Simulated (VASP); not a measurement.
# Si33C31 (a cell with a defect) in VASP: a series of runs, part 4 of 4

VASP 6.6.1.

### Step 6. Single point, PBEsol, collinear spin

Contents of INCAR:

```
PREC = Accurate
ENCUT = 520
EDIFF = 1E-6
ISMEAR = -1
SIGMA = 0.05
LREAL = Auto
LASPH = T
NELM = 200
ALGO = Normal
ISIF = 2
LWAVE = F
LCHARG = T
ISPIN = 2
MAGMOM = 0 0 0 0 0 0 0 0.4 0.4 0 0 0 0 0 0 0 0.4 0 0 0 0 0 0 0 0.4 0 0 0 0 0 0 0 0.4 0 0 0 0 0 0 0 0 0 0 0 0 0 0 0 0 0 0 0 0 0 0 0 0 0 0 0 0 0 0 0
LORBIT = 11
GGA = PS
LELF = T
LVHAR = T
NBANDS = 170
NELECT = 258.0
ISYM = -1
GGA_COMPAT = F
```

Contents of KPOINTS:

```
explicit points
1
Reciprocal
  0.25000000   0.25000000   0.25000000 1
```

Contents of POSCAR:

```
Si33C31
1.0
    8.7137060000      0.0000000000      0.0000000000
    0.0000000000      8.7137060000      0.0000000000
    0.0000000000      0.0000000000      8.7137060000
Si C
33 31
Direct
    0.9990540000      0.9990900000      0.9988210000
    0.0020920000      0.0021090000      0.4983590000
    0.0021010000      0.4986330000      0.0018850000
    0.0002110000      0.4990130000      0.4987260000
    0.4986170000      0.0021110000      0.0018670000
    0.4989630000      0.0002150000      0.4987410000
    0.4989580000      0.4990010000      0.9999540000
    0.4819770000      0.4820360000      0.4817810000
    0.6258810000      0.6257380000      0.6255510000
    0.2509180000      0.2509730000      0.9988220000
    0.2483790000      0.2483860000      0.4983840000
    0.2481490000      0.7513590000      0.0015900000
    0.2504360000      0.7512670000      0.4984950000
    0.7513460000      0.2481910000      0.0016080000
    0.7512350000      0.2504450000      0.4984910000
    0.7513560000      0.7513930000      0.9991670000
    0.7690440000      0.7690870000      0.4806750000
    0.2509120000      0.9990870000      0.2506870000
    0.2481230000      0.0018320000      0.7511420000
    0.2483490000      0.4986590000      0.2481430000
    0.2504160000      0.4987460000      0.7510250000
    0.7513520000      0.0018350000      0.2479270000
    0.7513700000      0.9994180000      0.7511700000
    0.7512260000      0.4987270000      0.2502300000
    0.7690850000      0.4809040000      0.7688640000
    0.9990280000      0.2509850000      0.2507710000
    0.0018450000      0.2481560000      0.7511490000
    0.0018120000      0.7514110000      0.2479600000
    0.9993910000      0.7514140000      0.7511920000
    0.4985960000      0.2483730000      0.2481860000
    0.4986860000      0.2504350000      0.7510450000
    0.4986920000      0.7512860000      0.2502370000
    0.4809760000      0.7690160000      0.7687600000
    0.1253000000      0.1252890000      0.1250740000
    0.1255010000      0.1254700000      0.6250680000
    0.1255040000      0.6252850000      0.1252540000
    0.1254210000      0.6254730000      0.6252530000
    0.6252970000      0.1254820000      0.1252510000
    0.6254850000      0.1254130000      0.6252510000
    0.6254840000      0.6254750000      0.1251980000
    0.3749460000      0.3749360000      0.1251530000
    0.3696810000      0.3696630000      0.6258820000
    0.3748660000      0.8758080000      0.1253930000
    0.3696860000      0.8814470000      0.6243330000
    0.8758230000      0.3748560000      0.1254110000
    0.8814940000      0.3696360000      0.6243230000
    0.8758090000      0.8757830000      0.1251010000
    0.8811720000      0.8811640000      0.6259530000
    0.3749500000      0.1253550000      0.3747040000
    0.3748890000      0.1256000000      0.8755900000
    0.3696810000      0.6261080000      0.3694580000
    0.3696680000      0.6245620000      0.8812250000
    0.8758050000      0.1256130000      0.3746520000
    0.8757900000      0.1253250000      0.8755700000
    0.8815170000      0.6245210000      0.3694440000
    0.8811910000      0.6261600000      0.8809600000
    0.1254050000      0.3749140000      0.3747010000
    0.1256520000      0.3748530000      0.8756090000
    0.1256600000      0.8758210000      0.3746360000
    0.1253580000      0.8757900000      0.8755660000
    0.6261160000      0.3696670000      0.3694410000
    0.6245350000      0.3696700000      0.8812510000
    0.6245410000      0.8814650000      0.3694400000
    0.6261560000      0.8811410000      0.8809550000
```

Potentials or basis: VASP PAW PBE potentials, release 64 (Si, C).

On the command line:

```sh
$ cat potpaw_PBE.64/Si/POTCAR potpaw_PBE.64/C/POTCAR > POTCAR
$ mpirun -np 1 vasp_std > vasp.out
```

Run time: 5.5 min. Hardware: 1 thread of AMD EPYC 9R45 (Zen 5), shared host; peak memory 0.93 GiB.

Results (log left out):

- Free energy: -481.0004 eV
- Largest force: 0.130 eV/Å
- Net moment: 0.00 μB per cell
- Valence electrons inside the program's atomic spheres: Si 1.70, 1.71, 1.69, 1.76, 2.02, 1.68 (each value once); C 2.53, 2.57, 2.52, 2.55, 2.56 (each value once)

Forces on the atoms (eV/Å):
```
Si   0.050  0.041  0.049
Si   0.041  0.035  0.052
Si   0.040  0.040  0.039
Si   0.031  0.029  0.048
Si   0.047  0.034  0.040
Si   0.044  0.025  0.045
Si   0.043  0.038  0.035
Si   0.052  0.037  0.046
Si  -0.001  0.006  0.000
Si  -0.028 -0.047  0.042
Si  -0.036 -0.043  0.037
Si  -0.039 -0.049  0.044
Si  -0.032 -0.037  0.042
Si  -0.046 -0.049  0.042
Si  -0.031 -0.035  0.043
Si  -0.034 -0.045  0.049
Si  -0.062 -0.075  0.086
Si  -0.031  0.034 -0.036
Si  -0.033  0.038 -0.052
Si  -0.030  0.026 -0.038
Si  -0.030  0.035 -0.036
Si  -0.047  0.040 -0.044
Si  -0.040  0.041 -0.042
Si  -0.028  0.040 -0.038
Si  -0.066  0.081 -0.071
Si   0.044 -0.048 -0.046
Si   0.041 -0.046 -0.050
Si   0.049 -0.058 -0.048
Si   0.049 -0.046 -0.046
Si   0.040 -0.038 -0.046
Si   0.048 -0.035 -0.038
Si   0.046 -0.041 -0.040
Si   0.083 -0.069 -0.063
C   -0.004  0.010  0.002
C   -0.003  0.004  0.004
C   -0.006  0.016  0.002
C    0.002  0.012  0.005
C    0.005  0.004  0.002
C    0.002  0.008  0.005
C    0.000  0.009  0.005
C   -0.010 -0.003  0.010
C   -0.004  0.005 -0.001
C   -0.008  0.005 -0.001
C   -0.010  0.006  0.006
C   -0.002  0.001 -0.001
C   -0.001  0.003  0.005
C   -0.014 -0.005 -0.001
C   -0.002  0.003 -0.006
C   -0.012  0.011 -0.005
C   -0.015  0.004  0.002
C   -0.008  0.000  0.000
C   -0.005  0.010  0.001
C    0.000  0.002 -0.006
C   -0.010  0.007 -0.007
C   -0.011  0.019 -0.006
C   -0.005  0.000 -0.002
C    0.004  0.004 -0.003
C   -0.009  0.003 -0.004
C   -0.007  0.003 -0.002
C   -0.005 -0.005 -0.006
C   -0.009 -0.001  0.006
C    0.007 -0.003  0.001
C    0.008  0.004 -0.004
C   -0.004  0.004 -0.006
```

Levels at points of the mesh, in eV from the Fermi level:
Spin up:
```tsv
k point	band 127	band 128	band 129	band 130	band 131	band 132
(0.25, 0.25, 0.25)	-1.65	-1.65	-0.12	0.15	0.15	1.32
```
Spin down:
```
           k point  band 125  band 126  band 127  band 128  band 129  band 130  band 131  band 132  band 133  band 134
(0.25, 0.25, 0.25)     -2.46     -2.20     -1.65     -1.65     -0.12      0.15      0.15      1.32      1.32      1.33
```

Caveat: the cell carries a net charge on a neutralising background, which shifts energy and pressure; the cell is charged against a uniform background, so pressure and absolute levels hang on convention; the PAW data sets were made with another functional, which shifts forces and pressure a little.

### Step 7. Single point, PBEsol, collinear spin

Contents of INCAR:

```
PREC     = Accurate       # precision mode
ENCUT    = 520            # plane-wave cutoff, eV
EDIFF    = 1E-6           # SCF threshold, eV
ISMEAR   = -1             # smearing method
SIGMA    = 0.05           # smearing width, eV
LREAL    = Auto         
LASPH    = True           # aspherical terms in the spheres
NELM     = 200            # most SCF steps
ALGO     = Normal         # electronic algorithm
ISIF     = 2              # what is computed and relaxed
LWAVE    = False          # write WAVECAR
LCHARG   = False          # write CHGCAR
ISPIN    = 2              # spin polarisation
MAGMOM   = 0 0 0 0 0 0 0 0.4 0.4 0 0 0 0 0 0 0 0.4 0 0 0 0 0 0 0 0.4 0 0 0 0 0 0 0 0.4 0 0 0 0 0 0 0 0 0 0 0 0 0 0 0 0 0 0 0 0 0 0 0 0 0 0 0 0 0 0 0 # initial moments
LORBIT   = 11             # projections on sites
GGA      = PS             # functional
NBANDS   = 170            # bands
NELECT   = 254.0        
ISYM     = -1           
GGA_COMPAT= False
```

KPOINTS is that of step 6.

Contents of POSCAR:

```
Si33C31
1.0
    8.7137060000      0.0000000000      0.0000000000
    0.0000000000      8.7137060000      0.0000000000
    0.0000000000      0.0000000000      8.7137060000
Si C
33 31
Direct
    0.0006390000      0.0005930000      0.0004120000
    0.0032440000      0.0032500000      0.4990560000
    0.0032020000      0.4992460000      0.0030030000
    0.0024840000      0.4998990000      0.4999770000
    0.4992810000      0.0032220000      0.0029890000
    0.4998790000      0.0029880000      0.4996640000
    0.5002160000      0.4998890000      0.0022660000
    0.4796940000      0.4801070000      0.4795410000
    0.6232940000      0.6223170000      0.6229340000
    0.2500640000      0.2500770000      0.0002650000
    0.2470880000      0.2471990000      0.4986350000
    0.2473120000      0.7523080000      0.0030710000
    0.2488670000      0.7490810000      0.4989120000
    0.7522410000      0.2472470000      0.0031300000
    0.7492180000      0.2491220000      0.4991270000
    0.7505260000      0.7502210000      0.0021890000
    0.7719380000      0.7729700000      0.4813600000
    0.2500170000      0.0005180000      0.2497680000
    0.2471890000      0.0035080000      0.7520200000
    0.2471670000      0.4988540000      0.2469440000
    0.2488970000      0.4991200000      0.7487980000
    0.7522770000      0.0035040000      0.2469720000
    0.7504550000      0.0026550000      0.7502130000
    0.7490060000      0.4991260000      0.2486840000
    0.7720330000      0.4822360000      0.7717580000
    0.0004810000      0.2500670000      0.2498420000
    0.0033920000      0.2472360000      0.7519880000
    0.0033180000      0.7523390000      0.2471100000
    0.0024150000      0.7502480000      0.7503150000
    0.4988860000      0.2472200000      0.2468870000
    0.4993280000      0.2491080000      0.7489990000
    0.4991350000      0.7490720000      0.2486470000
    0.4814830000      0.7730010000      0.7717050000
    0.1252630000      0.1251420000      0.1250360000
    0.1252220000      0.1250150000      0.6245500000
    0.1252020000      0.6246150000      0.1249720000
    0.1254670000      0.6253570000      0.6251360000
    0.6247590000      0.1250060000      0.1249780000
    0.6253660000      0.1255910000      0.6251440000
    0.6253720000      0.6253680000      0.1252640000
    0.3746550000      0.3746530000      0.1247320000
    0.3691490000      0.3691460000      0.6251770000
    0.3752120000      0.8756410000      0.1251190000
    0.3713570000      0.8793130000      0.6233140000
    0.8757330000      0.3750950000      0.1253120000
    0.8795880000      0.3709800000      0.6237880000
    0.8757790000      0.8757420000      0.1253120000
    0.8806640000      0.8806930000      0.6268970000
    0.3745110000      0.1251340000      0.3742660000
    0.3752520000      0.1253560000      0.8754400000
    0.3689910000      0.6254300000      0.3687910000
    0.3718530000      0.6236650000      0.8784410000
    0.8756700000      0.1253760000      0.3750300000
    0.8759640000      0.1253140000      0.8757320000
    0.8786960000      0.6236700000      0.3716200000
    0.8811740000      0.6269470000      0.8809570000
    0.1249370000      0.3746460000      0.3744080000
    0.1255290000      0.3750910000      0.8755410000
    0.1253590000      0.8756690000      0.3749790000
    0.1255310000      0.8757540000      0.8755520000
    0.6254030000      0.3691730000      0.3689620000
    0.6239680000      0.3710180000      0.8793180000
    0.6235260000      0.8792930000      0.3711580000
    0.6271420000      0.8806390000      0.8803920000
```

Potentials or basis: VASP PAW PBE potentials, release 64 (Si, C).

On the command line:

```sh
$ cat potpaw_PBE.64/Si/POTCAR potpaw_PBE.64/C/POTCAR > POTCAR
$ mpirun -np 1 vasp_std > vasp.out
```

OUTCAR:

```text
PREC = Accurate
   ENCUT = 520
   EDIFF = 1E-6
   ISMEAR = -1
   LREAL = Auto
   LASPH = True
   NELM = 200
   ISIF = 2
   ISPIN = 2
   LORBIT = 11
   GGA = PS
   NELECT = 254.0
   ISYM = -1

 ion  position               nearest neighbor table
   1  0.001  0.001  0.000-  34 1.88  54 1.88  60 1.88  47 1.88  22 3.05  19 3.05  28 3.05  12 3.05
                            14 3.05  27 3.05  18 3.07  26 3.07  10 3.07  23 3.08  29 3.08  16 3.08
   2  0.003  0.003  0.499-  35 1.86  48 1.88  53 1.88  59 1.88  17 2.85  11 3.01  26 3.06  18 3.06
                            19 3.06  27 3.06  13 3.08  15 3.08  28 3.10  22 3.10  23 3.11  29 3.11
   3  0.003  0.499  0.003-  36 1.86  56 1.87  45 1.88  58 1.88  25 2.85  20 3.01  26 3.06  10 3.06
                            12 3.06  28 3.06  24 3.08  21 3.08  14 3.10  27 3.10  16 3.10  29 3.10
   4  0.002  0.500  0.500-  57 1.88  37 1.88  46 1.89  55 1.89  21 3.05  13 3.05  11 3.06  20 3.07
                            26 3.08  29 3.08  15 3.11  25 3.11  27 3.11  24 3.11  28 3.11  17 3.12
   5  0.499  0.003  0.003-  38 1.86  64 1.88  50 1.88  43 1.88  33 2.85  30 3.01  18 3.06  10 3.06
                            22 3.06  14 3.06  32 3.08  31 3.08  12 3.10  19 3.10  23 3.11  16 3.11
   6  0.500  0.003  0.500-  49 1.88  39 1.88  44 1.89  63 1.89  31 3.05  15 3.05  11 3.06  30 3.06
                            18 3.08  23 3.09  33 3.11  17 3.11  13 3.11  32 3.11  19 3.11  22 3.11
   7  0.500  0.500  0.002-  41 1.88  40 1.88  62 1.89  52 1.89  24 3.05  32 3.05  30 3.06  20 3.07
                            10 3.08  16 3.08  31 3.11  25 3.11  14 3.11  21 3.11  12 3.11  33 3.12
   8  0.480  0.480  0.480-  51 1.86  42 1.86  61 1.86   9 2.16  20 2.87  11 2.87  30 2.87  13 3.09
                            32 3.09  21 3.09  24 3.10  31 3.10  15 3.10
   9  0.623  0.622  0.623-   8 2.16  25 2.20  17 2.22  33 2.22
[... 77 lines left out ...]
  63  0.624  0.879  0.371-  17 1.86   6 1.89  22 1.90  32 1.90
  64  0.627  0.881  0.880-  33 1.84   5 1.88  23 1.89  16 1.89

IMPORTANT INFORMATION: All symmetrisations will be switched off!
NOSYMM: (Re-)initialisation of all symmetry stuff for point group C_1.

----------------------------------------------------------------------------------------

                                     Primitive cell

  volume of cell :     661.6201

[... 379 lines left out ...]
      6      -5.4205      1.00000
[... 131 lines left out ...]
    138      12.4051      0.00000
    139      12.4060      0.00000
 [bands above 139 left out]

------------------------ aborting loop because EDIFF is reached ----------------------------------------

  FORCE on cell =-STRESS in cart. coord.  units (eV):
  Direction    XX          YY          ZZ          XY          YZ          ZX
  --------------------------------------------------------------------------------------
  -------------------------------------------------------------------------------------
  Total       -2.2916213     -2.0534036     -2.3141964     -0.8914677     -0.9201641      0.1410655
  in kB       -5.5493833     -4.9725161     -5.6040511     -2.1587755     -2.2282665      0.3416039
  external PRESSURE =      -5.3753169 kB  Pullay stress =       0.0000000 kB

 VOLUME and BASIS-vectors are now :
 -----------------------------------------------------------------------------
  energy-cutoff  :      520.00
  volume of cell :      661.62
      direct lattice vectors                 reciprocal lattice vectors
     8.713706000  0.000000000  0.000000000     0.114761733  0.000000000  0.000000000
     0.000000000  8.713706000  0.000000000     0.000000000  0.114761733  0.000000000
     0.000000000  0.000000000  8.713706000     0.000000000  0.000000000  0.114761733

 POSITION                                       TOTAL-FORCE (eV/Angst)
 -----------------------------------------------------------------------------------
      0.00557      0.00517      0.00359         0.001060     -0.022950      0.003333
      0.02827      0.02832      4.34863        -0.010090     -0.017357      0.005426
      0.02790      4.35028      0.02617         0.020861     -0.040343      0.018828
      0.02164      4.35597      4.35665         0.009968      0.001309     -0.018459
      4.35059      0.02808      0.02605         0.007272     -0.016732     -0.006807
      4.35580      0.02604      4.35393         0.002890     -0.023845      0.000509
[... 56 lines left out ...]
      5.43322      7.66190      3.23416        -0.006077      0.017399     -0.013590
      5.46473      7.67363      7.67148         0.004489      0.029721      0.019245
 -----------------------------------------------------------------------------------
    total drift:                                0.020277      0.030164      0.011534

  FREE ENERGIE OF THE ION-ELECTRON SYSTEM (eV)
  ---------------------------------------------------
  free  energy   TOTEN  =      -518.4227525553 eV

  energy  without entropy=     -518.3788361853  energy(sigma->0) =     -518.40079437

 total charge

# of ion       s       p       d       tot
------------------------------------------
    1        0.706   0.969   0.000   1.675
    2        0.709   0.979   0.000   1.688
    3        0.709   0.980   0.000   1.689
    4        0.706   0.966   0.000   1.672
    5        0.709   0.978   0.000   1.688
    6        0.706   0.966   0.000   1.672
[... 56 lines left out ...]
   63        0.840   1.674   0.000   2.514
   64        0.838   1.699   0.000   2.537
--------------------------------------------------
tot         49.441  84.878   0.000 134.320

 magnetization (x)

# of ion       s       p       d       tot
------------------------------------------
    1       -0.000   0.002   0.000   0.002
    2        0.000   0.005   0.000   0.005
    3        0.000   0.004   0.000   0.005
    4       -0.001  -0.001   0.000  -0.002
    5        0.000   0.005   0.000   0.005
    6       -0.001  -0.001   0.000  -0.002
[... 56 lines left out ...]
   63        0.003   0.056   0.000   0.059
   64        0.001   0.017   0.000   0.018
--------------------------------------------------
tot          0.027   0.974   0.000   1.001
```

Run time: 5.8 min. Hardware: 1 thread of AMD EPYC 9R45 (Zen 5), shared host; peak memory 0.96 GiB.

Results:

| Property | Result |
| --- | --- |
| Free energy | -518.4228 eV |
| Largest force | 0.163 eV/Å |
| Net moment | 1.76 μB per cell |
| Site moments | Si +0.00, +0.01, -0.00, -0.01, +0.21, +0.04 (each value once); C +0.01, +0.04, +0.00, +0.06, +0.02 (each value once) μB |
| Valence electrons inside the program's atomic spheres | Si 1.68, 1.69, 1.67, 1.76, 1.89, 1.74 (each value once); C 2.53, 2.56, 2.54, 2.52, 2.51 (each value once) |

Forces on the atoms (eV/Å):
```
Si   0.001 -0.023  0.003
Si  -0.010 -0.017  0.005
Si   0.021 -0.040  0.019
Si   0.010  0.001 -0.018
Si   0.007 -0.017 -0.007
Si   0.003 -0.024  0.001
Si  -0.022  0.006  0.009
Si   0.008 -0.031  0.002
Si  -0.069  0.116 -0.045
Si   0.006 -0.020  0.001
Si   0.008 -0.003 -0.005
Si   0.009 -0.026 -0.007
Si  -0.002  0.003  0.004
Si   0.030 -0.031  0.023
Si  -0.009 -0.021 -0.014
Si  -0.015  0.020  0.013
Si   0.007 -0.067  0.034
Si   0.003 -0.020  0.003
Si   0.007 -0.020  0.003
Si  -0.004 -0.023 -0.004
Si   0.008  0.003  0.004
Si  -0.005 -0.022  0.007
Si  -0.003 -0.017 -0.002
Si   0.006  0.003  0.010
Si   0.083 -0.104  0.093
Si   0.000 -0.018  0.003
Si   0.021 -0.031  0.040
Si  -0.009 -0.030  0.004
Si   0.012  0.017 -0.017
Si  -0.004 -0.007  0.004
Si  -0.013 -0.020 -0.012
Si   0.004  0.004  0.001
Si   0.055 -0.083 -0.002
C   -0.001  0.024  0.000
C   -0.012  0.027 -0.006
C   -0.008  0.026 -0.003
C    0.002  0.006  0.010
C   -0.001  0.028 -0.011
C    0.009  0.012  0.011
C    0.007  0.002 -0.002
C   -0.004  0.001  0.003
C    0.001  0.001 -0.003
C   -0.004  0.012  0.006
C   -0.014  0.016 -0.013
C   -0.005  0.012 -0.009
C   -0.062  0.067 -0.012
C   -0.005  0.004 -0.009
C    0.017  0.025  0.009
C   -0.005  0.009  0.001
C   -0.002  0.020  0.005
C    0.010  0.014  0.011
C   -0.027  0.019  0.021
C    0.005  0.018 -0.003
C   -0.014  0.027 -0.019
C    0.019  0.023 -0.026
C   -0.043  0.007 -0.044
C    0.003  0.002  0.000
C   -0.008  0.014 -0.008
C    0.010  0.012 -0.006
C   -0.006  0.006 -0.003
C   -0.006  0.002  0.004
C    0.001  0.062 -0.060
C   -0.006  0.017 -0.014
C    0.004  0.030  0.019
```

Caveat: the cell carries a net charge on a neutralising background, which shifts energy and pressure; the cell is charged against a uniform background, so pressure and absolute levels hang on convention; the PAW data sets were made with another functional, which shifts forces and pressure a little.
